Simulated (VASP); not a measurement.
Ta16C: single point with PBE

System: Ta16C, a slab with vacuum.

```
Ta C
1.0
     6.63793    0.00000    0.00000
     0.00000    6.63793    0.00000
     0.00000    0.00000   20.29966
Ta C
16 1
Cartesian
  1.6595 1.6595 4.0000
  1.6595 4.9785 4.0000
  4.9785 1.6595 4.0000
  4.9785 4.9785 4.0000
  0.0000 0.0000 5.6595
  0.0000 3.3190 5.6595
  3.3190 0.0000 5.6595
  3.3190 3.3190 5.6595
  1.6595 1.6595 7.3061
  1.6595 4.9785 7.3061
  4.9785 1.6595 7.3061
  4.9785 4.9785 7.3061
  0.0000 0.0000 8.7997
  0.0000 3.3190 8.7997
  3.3190 0.0000 8.7997
  3.3190 3.3190 8.7997
  0.0000 1.6595 9.9095
```

```
Program             : VASP 6.6.1
Task                : single point
Functional          : PBE
Potentials or basis : VASP PAW PBE potentials, release 64 (Ta_pv, C)
Cutoff              : 520 eV
k mesh              : 4 × 4 × 1
Occupations         : gaussian, width 0.1 eV
Spin                : no spin polarisation
```

The largest force is 1.110 eV/Å. The band gap on the k mesh is zero (bands 90 and 91 overlap by 0.47 eV).

Forces on the atoms (eV/Å):
```
Ta  -0.026  0.000  0.916
Ta  -0.034  0.000  0.818
Ta   0.026  0.000  0.916
Ta   0.034  0.000  0.818
Ta   0.000  0.143 -1.002
Ta   0.000 -0.143 -1.002
Ta   0.000  0.165 -0.843
Ta   0.000 -0.165 -0.843
Ta   0.327  0.000 -0.615
Ta   0.670  0.000 -0.161
Ta  -0.327  0.000 -0.615
Ta  -0.670  0.000 -0.161
Ta   0.000 -0.241  1.083
Ta   0.000  0.241  1.083
Ta   0.000 -0.102 -0.222
Ta   0.000  0.102 -0.222
C    0.000  0.000  0.055
```

Levels at points of the mesh, in eV from the Fermi level:
```tsv
k point	band 88	band 89	band 90	band 91	band 92	band 93
(0.00, 0.00, 0.00)	-0.02	0.06	0.11	0.17	0.24	0.34
(0.50, 0.00, 0.00)	-0.38	-0.36	-0.33	0.14	0.15	0.26
(0.00, 0.50, 0.00)	-0.41	-0.32	-0.31	-0.16	0.24	0.27
(0.50, 0.50, 0.00)	-0.83	-0.82	-0.51	-0.36	-0.21	-0.14
```

Wall time 48 min on 1 thread of Intel(R) Xeon(R) Platinum 8259CL CPU @ 2.50GHz (Skylake/Cascade Lake) (shared host), peak memory 1.1 GiB.

Caveat: spin-orbit coupling is left out, which moves the levels of the heavy elements.
